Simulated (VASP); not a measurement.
Here is a VASP 6.6.1 calculation.

File POSCAR:

```
SiC
1.0
    3.0753562392      0.0000000000      0.0000000000
   -1.5376781196      2.6633366288      0.0000000000
    0.0000000000      0.0000000000      5.1995513337
Si C
2 2
Direct
    0.3333333333      0.6666666667      0.0006052766
    0.6666666667      0.3333333333      0.5006052766
    0.3333333333      0.6666666667      0.3743947234
    0.6666666667      0.3333333333      0.8743947234
```

The input INCAR.step1:

```
SYSTEM = SiC
PREC = Accurate
ENCUT = 520
ISMEAR = 0
SIGMA = 0.01
LREAL = .False.
LASPH = .True.
NELM = 60
NBANDS = 16
GGA = PE
ALGO = Normal
EDIFF = 1E-4
LWAVE = .True.
LCHARG = .False.
```

The input INCAR.step2:

```
SYSTEM = SiC
PREC = Accurate
ENCUT = 520
EDIFF = 1E-7
ISMEAR = 0
SIGMA = 0.01
LREAL = .False.
LASPH = .True.
NELM = 60
ALGO = Normal
ISIF = 2
LWAVE = .False.
LCHARG = .False.
METAGGA = R2SCAN
LMIXTAU = .True.
NBANDS = 16
ISTART = 1
```

KPOINTS

```
regular mesh
0
Gamma
  12 12 6
  0 0 0
```

Potentials or basis: VASP PAW PBE potentials, release 64 (Si, C).

Run with:

```bash
$ cat potpaw_PBE.64/Si/POTCAR potpaw_PBE.64/C/POTCAR > POTCAR
$ cp INCAR.step1 INCAR
$ mpirun -np 1 vasp_std > vasp.out
$ cp INCAR.step2 INCAR
$ mpirun -np 1 vasp_std > vasp.out
```

Task: Predict the band gap on the k mesh.

Result: 2.51 eV, indirect (least direct gap 4.66 eV).

Task: Predict the pressure.

Result: -6.3 GPa.

Forces on the atoms (eV/Å):
```
Si   0.000  0.000 -0.002
Si   0.000  0.000 -0.002
C    0.000  0.000  0.002
C    0.000  0.000  0.002
```

Caveat: the cell differs from its parent crystal (uniaxial z strain +3.0%); the PAW data sets were made with another functional, which shifts forces and pressure a little. A k mesh can miss the band edges.
